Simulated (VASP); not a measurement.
# Cd (P6_3/mmc) in VASP: notebook

The runs below take Cd through electric field gradients, with PBE, r2SCAN.

Program: VASP 6.6.1. These are calculated values, not measurements. Logs are shortened: lines on timing, memory, paths and dates and some standing lists are left out, and cuts for length are marked.

**1. The cell of the first run**

It takes space group P6_3/mmc (No. 194, hexagonal). The conventional cell has a = 2.979 Å, b = 2.979 Å, c = 5.618 Å, α = 90.00°, β = 90.00°, γ = 120.00°. Cd (site symmetry -6m2) has 12 Cd at 2.98 to 3.29 Å within 3.9 Å.

**2. Electric field gradients, PBE**

Contents of INCAR:

```
ALGO = Normal
EDIFF = 1E-8
ENCUT = 520
GGA = PE
ISIF = 2
ISMEAR = -1
LASPH = True
LCHARG = False
LEFG = True
LREAL = False
LWAVE = False
NBANDS = 19
NELM = 60
PREC = Accurate
SIGMA = 0.05
```

Contents of KPOINTS:

```
k-points
0
Gamma
  13 13 6
```

Contents of POSCAR:

```
Cd
1.0
    2.9788725081      0.0000000000      0.0000000000
   -1.4894362540      2.5797792666      0.0000000000
    0.0000000000      0.0000000000      5.6176500000
Cd
2
Direct
    0.3333333333      0.6666666667      0.2500000000
    0.6666666667      0.3333333333      0.7500000000
```

Potentials or basis: VASP PAW PBE potentials, release 64 (Cd).

On the command line:

```console
$ cat potpaw_PBE.64/Cd/POTCAR > POTCAR
$ mpirun -np 1 vasp_std > vasp.out
```

OUTCAR:

```text
EDIFF = 1E-8
   ENCUT = 520
   GGA = PE
   ISIF = 2
   ISMEAR = -1
   LASPH = True
   LREAL = False
   NELM = 60
   PREC = Accurate

 ion  position               nearest neighbor table
   1  0.333  0.667  0.250-   2 3.29   2 3.29   2 3.29   2 3.29   2 3.29   2 3.29
   2  0.667  0.333  0.750-   1 3.29   1 3.29   1 3.29   1 3.29   1 3.29   1 3.29

  LATTYP: Found a hexagonal cell.
 ALAT       =     2.9788725081
 C/A-ratio  =     1.8858309594

  Lattice vectors:

 A1 = (   2.9788725081,   0.0000000000,   0.0000000000)
 A2 = (  -1.4894362540,   2.5797792666,   0.0000000000)
 A3 = (   0.0000000000,   0.0000000000,   5.6176500000)

Analysis of symmetry for initial positions (statically):
=====================================================================
 Subroutine PRICEL returns:
 Original cell was already a primitive cell.

 Routine SETGRP: Setting up the symmetry group for a
 hexagonal supercell.

 Subroutine GETGRP returns: Found 24 space group operations
 (whereof 12 operations were pure point group operations)
 out of a pool of 24 trial point group operations.

The static configuration has the point symmetry D_3d.
 The point group associated with its full space group is D_6h.

Analysis of symmetry for dynamics (positions and initial velocities):
=====================================================================
 Subroutine PRICEL returns:
 Original cell was already a primitive cell.

 Routine SETGRP: Setting up the symmetry group for a
 hexagonal supercell.

 Subroutine GETGRP returns: Found 24 space group operations
 (whereof 12 operations were pure point group operations)
 out of a pool of 24 trial point group operations.

The dynamic configuration has the point symmetry D_3d.
 The point group associated with its full space group is D_6h.

 Subroutine INISYM returns: Found 24 space group operations
 (whereof 12 operations are pure point group operations),
 and found     1 'primitive' translations

----------------------------------------------------------------------------------------

                                     Primitive cell

  volume of cell :      43.1707

  direct lattice vectors                    reciprocal lattice vectors
     2.978872508  0.000000000  0.000000000     0.335697482  0.193815032  0.000000000
    -1.489436254  2.579779267  0.000000000     0.000000000  0.387630063  0.000000000
     0.000000000  0.000000000  5.617650000     0.000000000  0.000000000  0.178010378

  length of vectors
     2.978872508  2.978872508  5.617650000     0.387630063  0.387630063  0.178010378

  position of ions in fractional coordinates (direct lattice)
     0.333333333  0.666666667  0.250000000
     0.666666667  0.333333333  0.750000000

  ion indices of the primitive-cell ions
   primitive index   ion index
                 1           1
                 2           2

----------------------------------------------------------------------------------------

 KPOINTS: k-points

Automatic generation of k-mesh.
 Grid dimensions read from file:
 generate k-points for:   13   13    6

 Generating k-lattice:

  Cartesian coordinates                     Fractional coordinates (reciprocal lattice)
     0.025822883  0.014908849  0.000000000     0.076923077  0.000000000  0.000000000
     0.000000000  0.029817697  0.000000000     0.000000000  0.076923077  0.000000000
     0.000000000  0.000000000  0.029668396     0.000000000  0.000000000  0.166666667

  Length of vectors
     0.029817697  0.029817697  0.029668396

  Shift w.r.t. Gamma in fractional coordinates (k-lattice)
     0.000000000  0.000000000  0.000000000

 Subroutine IBZKPT returns following result:
 ===========================================

 Found     84 irreducible k-points:

 Following reciprocal coordinates:
            Coordinates               Weight
  0.000000  0.000000  0.000000      1.000000
  0.076923 -0.000000  0.000000      6.000000
  0.153846 -0.000000  0.000000      6.000000
  0.230769 -0.000000  0.000000      6.000000
  0.307692 -0.000000  0.000000      6.000000
  0.384615  0.000000  0.000000      6.000000
[... 16 lines left out ...]
  0.076923 -0.000000  0.166667     12.000000
  0.153846 -0.000000  0.166667     12.000000
 [... further k-points ...]
   k-points           NKPTS =     84   k-points in BZ     NKDIM =     84   number of bands    NBANDS=     19
   number of dos      NEDOS =    301   number of ions     NIONS =      2
   total plane-waves  NPLWV =  24192
   dimension x,y,z NGX =    24 NGY =   24 NGZ =   42
   dimension x,y,z NGXF=    48 NGYF=   48 NGZF=   84
   ions per type =               2
   NGX,Y,Z   is equivalent  to a cutoff of  13.39, 13.39, 12.43 a.u.
   NGXF,Y,Z  is equivalent  to a cutoff of  26.79, 26.79, 24.86 a.u.
 SYSTEM =  unknown system
   PREC   = accura    normal or accurate (medium, high low for compatibility)
   ISTART =      0    job   : 0-new  1-cont  2-samecut
   ICHARG =      2    charge: 1-file 2-atom 10-const
   ISPIN  =      1    spin polarized calculation?
   LNONCOLLINEAR =      F non collinear calculations
   LSORBIT =      F    spin-orbit coupling
   LASPH  =      T    aspherical Exc in radial PAW
   ENCUT  =  520.0 eV  38.22 Ry    6.18 a.u.   5.54  5.54 10.45*2*pi/ulx,y,z
   NELM   =     60;   NELMIN=  2; NELMDL= -5     # of ELM steps
   EDIFF  = 0.1E-07   stopping-criterion for ELM
   LREAL  =      F    real-space projection
   EDIFFG = 0.1E-06   stopping-criterion for IOM
   NSW    =      0    number of steps for IOM
   IBRION =     -1    ionic relax: 0-MD 1-quasi-New 2-CG
   NFREE  =      0    steps in history (QN), initial steepest desc. (CG)
   ISIF   =      2    stress and relaxation
   ISYM   =      2    0-nonsym 1-usesym 2-fastsym
   POTIM  = 0.5000    time-step for ionic-motion
   TEBEG  =    0.0;   TEEND  =   0.0 temperature during run
   PSTRESS=    0.0 pullay stress
   NELECT =      24.0000    total number of electrons
   NUPDOWN=      -1.0000    fix difference up-down
   EMIN   =  10.00;   EMAX   =-10.00  energy-range for DOS
   EFERMI =   0.00;   METHOD = LEGACY
   ISMEAR =    -1;   SIGMA  =   0.05  broadening in eV -4-tet -1-fermi 0-gaus
   EFERMI_NEDOS =   21; number of points for ismear=-14 and -15
   IALGO  =     38    algorithm
   IMIX   =      4    mixing-type and parameters
     AMIX     =   0.40;   BMIX     =  1.00
     AMIX_MAG =   1.60;   BMIX_MAG =  1.00
  volume/ion in A,a.u.               =      21.59       145.67
  Fermi-wavevector in a.u.,A,eV,Ry     =   1.346115  2.543789 24.654109  1.812026
  Thomas-Fermi vector in A             =   2.473973
   LORBIT       =      0    0 simple, 1 ext, 2 COOP (PROOUT), +10 PAW based schemes
   GGA     = PE    functional components
[... 5 lines left out ...]
 non-spin polarized calculation
  energy-cutoff  :      520.00
  volume of cell :       43.17
 maximum number of plane-waves:      1191
 NGX is ok and might be reduce to    24
   NGX = 11   NGY = 11   NGZ = 21

 number of electron      23.9999993 magnetization

 Free energy of the ion-electron system (eV)
  ---------------------------------------------------
  ext. energy  EPLUGINS =         0.00000000
  ---------------------------------------------------
  free energy    TOTEN  =        -1.47952058 eV

  energy without entropy =       -1.47561054  energy(sigma->0) =       -1.47756556

 E-fermi :   2.9919     XC(G=0): -11.0338

 val. band max:        2.9047099567   @ k =   0.3846   0.2308   0.5000
 cond. band min:       2.9940938736   @ k =   0.3077  -0.0000   0.0000
 fundamental gap:      0.0893839168
 Fermi energy:         2.9919475541

 k-point     1 :       0.0000    0.0000    0.0000
  band No.  band energies     occupation
      1      -6.9179      2.00000
      2      -6.6517      2.00000
      3      -6.2874      2.00000
      4      -6.2874      2.00000
      5      -6.2364      2.00000
      6      -6.2364      2.00000
[... 11 lines left out ...]
     18      17.8632      0.00000
     19      18.7067      0.00000

 k-point     2 :       0.0769   -0.0000    0.0000
  band No.  band energies     occupation
      1      -6.8574      2.00000
      2      -6.5967      2.00000
      3      -6.3090      2.00000
      4      -6.2575      2.00000
      5      -6.2329      2.00000
      6      -6.1838      2.00000
[... 476 lines left out ...]
 k-point    24 :       0.1538   -0.0000    0.1667
  band No.  band energies     occupation
      1      -6.7228      2.00000
      2      -6.5172      2.00000
      3      -6.3675      2.00000
      4      -6.2752      2.00000
      5      -6.0837      2.00000
      6      -6.0434      2.00000
[... 11 lines left out ...]
     18      16.8388      0.00000
     19      18.7480      0.00000

 [... further k-points ...]
[... 5 lines left out ...]
  --------------------------------------------------------------------------------------
  -------------------------------------------------------------------------------------
  Total        0.9843872      0.9843872      0.5753974      0.0000000      0.0000000      0.0000000
  in kB       36.5331731     36.5331731     21.3544952      0.0000000      0.0000000      0.0000000
  external PRESSURE =      31.4736138 kB  Pullay stress =       0.0000000 kB

 VOLUME and BASIS-vectors are now :
 -----------------------------------------------------------------------------
  energy-cutoff  :      520.00
  volume of cell :       43.17
      direct lattice vectors                 reciprocal lattice vectors
     2.978872508  0.000000000  0.000000000     0.335697482  0.193815032  0.000000000
    -1.489436254  2.579779267  0.000000000     0.000000000  0.387630063  0.000000000
     0.000000000  0.000000000  5.617650000     0.000000000  0.000000000  0.178010378

 POSITION                                       TOTAL-FORCE (eV/Angst)
 -----------------------------------------------------------------------------------
     -0.00000      1.71985      1.40441         0.000000      0.000000      0.000000
      1.48944      0.85993      4.21324        -0.000000     -0.000000      0.000000
 -----------------------------------------------------------------------------------
    total drift:                                0.000000     -0.000000      0.000000

  FREE ENERGIE OF THE ION-ELECTRON SYSTEM (eV)
  ---------------------------------------------------
  free  energy   TOTEN  =        -1.4795205827 eV

  energy  without entropy=       -1.4756105406  energy(sigma->0) =       -1.47756556

 Electric field gradients (V/A^2)
---------------------------------------------------------------------
 ion       V_xx      V_yy      V_zz      V_xy      V_xz      V_yz
---------------------------------------------------------------------
   1     -39.638   -39.637    79.275     0.001     0.000    -0.000
   2     -39.638   -39.637    79.275     0.001    -0.000     0.000
---------------------------------------------------------------------

 Electric field gradients after diagonalization (V/A^2)
 (convention: |V_zz| > |V_xx| > |V_yy|)
----------------------------------------------------------------------
 ion       V_xx      V_yy      V_zz     asymmetry (V_yy - V_xx)/ V_zz
----------------------------------------------------------------------
   1     -39.639   -39.636    79.275       0.000
   2     -39.639   -39.636    79.275       0.000
----------------------------------------------------------------------

           NMR quadrupolar parameters

 Cq : quadrupolar parameter    Cq=e*Q*V_zz/h
 eta: asymmetry parameters     (V_yy - V_xx)/ V_zz
 Q  : nuclear electric quadrupole moment in mb (millibarn)
----------------------------------------------------------------------
 ion       Cq(MHz)       eta       Q (mb)
----------------------------------------------------------------------
   1       0.192       0.000       1.000
   2       0.192       0.000       1.000
----------------------------------------------------------------------
```

Wall time 61 s (1 thread of Intel Xeon Platinum 8488C (Sapphire Rapids), shared host); peak memory 0.19 GiB.

Results:

- Free energy: -1.4795 eV
- Pressure: 3.1 GPa
- Band gap on the k mesh: zero (band 12 reaches 4.07 eV, above the bottom of band 13 at -0.05 eV)

Stress tensor (GPa, compression positive):
```
3.65 0.00 0.00
0.00 3.65 0.00
0.00 0.00 2.14
```

Electric field gradients, principal values (V/Å²):
```csv
atom,least,middle,greatest (by size)
1 Cd,-39.636,-39.639,79.275
2 Cd,-39.636,-39.639,79.275
```

Caveat: without QUAD_EFG the Cq values of the log hold for a quadrupole moment of 1 mb, not for the nuclei.

**3. Electric field gradients, r2SCAN**

POSCAR is that of step 2.

Contents of INCAR.step1:

```
SYSTEM = Cd
ALGO = Normal
EDIFF = 1E-4
ENCUT = 520
GGA = PE
ISMEAR = -1
LASPH = .True.
LCHARG = .False.
LREAL = .False.
LWAVE = .True.
NBANDS = 19
NELM = 60
PREC = Accurate
SIGMA = 0.05
```

Contents of INCAR.step2:

```
SYSTEM = Cd
ALGO = Normal
EDIFF = 1E-8
ENCUT = 520
ISIF = 2
ISMEAR = -1
ISTART = 1
LASPH = .True.
LCHARG = .False.
LEFG = .True.
LMIXTAU = .True.
LREAL = .False.
LWAVE = .False.
METAGGA = R2SCAN
NBANDS = 19
NELM = 60
PREC = Accurate
SIGMA = 0.05
```

Contents of KPOINTS:

```
k-points
0
Gamma
  13 13 6
  0 0 0
```

Potentials or basis: VASP PAW PBE potentials, release 64 (Cd).

On the command line:

```console
$ cat potpaw_PBE.64/Cd/POTCAR > POTCAR
$ cp INCAR.step1 INCAR
$ mpirun -np 1 vasp_std > vasp.out
$ cp INCAR.step2 INCAR
$ mpirun -np 1 vasp_std > vasp.out
```

OUTCAR:

```text
SYSTEM = Cd
   EDIFF = 1E-8
   ENCUT = 520
   ISIF = 2
   ISMEAR = -1
   ISTART = 1
   LASPH = .True.
   LREAL = .False.
   METAGGA = R2SCAN
   NELM = 60
   PREC = Accurate

 ion  position               nearest neighbor table
   1  0.333  0.667  0.250-   2 3.29   2 3.29   2 3.29   2 3.29   2 3.29   2 3.29
   2  0.667  0.333  0.750-   1 3.29   1 3.29   1 3.29   1 3.29   1 3.29   1 3.29

  LATTYP: Found a hexagonal cell.
 ALAT       =     2.9788725081
 C/A-ratio  =     1.8858309594

  Lattice vectors:

 A1 = (   2.9788725081,   0.0000000000,   0.0000000000)
[... 744 lines left out ...]
  free  energy   TOTEN  =       -40.2062704714 eV

  energy  without entropy=      -40.2032645860  energy(sigma->0) =      -40.20476753

 Electric field gradients (V/A^2)
---------------------------------------------------------------------
 ion       V_xx      V_yy      V_zz      V_xy      V_xz      V_yz
---------------------------------------------------------------------
   1     -45.662   -45.660    91.322     0.001     0.000    -0.000
   2     -45.662   -45.660    91.322     0.001    -0.000     0.000
---------------------------------------------------------------------

 Electric field gradients after diagonalization (V/A^2)
 (convention: |V_zz| > |V_xx| > |V_yy|)
----------------------------------------------------------------------
 ion       V_xx      V_yy      V_zz     asymmetry (V_yy - V_xx)/ V_zz
----------------------------------------------------------------------
   1     -45.662   -45.660    91.322       0.000
   2     -45.662   -45.660    91.322       0.000
----------------------------------------------------------------------

           NMR quadrupolar parameters

 Cq : quadrupolar parameter    Cq=e*Q*V_zz/h
 eta: asymmetry parameters     (V_yy - V_xx)/ V_zz
 Q  : nuclear electric quadrupole moment in mb (millibarn)
----------------------------------------------------------------------
 ion       Cq(MHz)       eta       Q (mb)
----------------------------------------------------------------------
   1       0.221       0.000       1.000
   2       0.221       0.000       1.000
----------------------------------------------------------------------
```

Run time: 4.8 min. Hardware: 1 thread of Intel Xeon Platinum 8488C (Sapphire Rapids), shared host; peak memory 0.2 GiB.

What came out:

```yaml
Free_energy: -40.2063 eV
Pressure: 0.8 GPa
Band_gap_on_the_k_mesh: zero (band 12 reaches 4.07 eV, above the bottom of band 13 at -0.16 eV)
```

Electric field gradients, principal values (V/Å²):
| atom | least | middle | greatest (by size) |
| --- | --- | --- | --- |
| 1 Cd | -45.660 | -45.662 | 91.322 |
| 2 Cd | -45.660 | -45.662 | 91.322 |

Caveat: without QUAD_EFG the Cq values of the log hold for a quadrupole moment of 1 mb, not for the nuclei; the PAW data sets were made with another functional, which shifts forces and pressure a little.
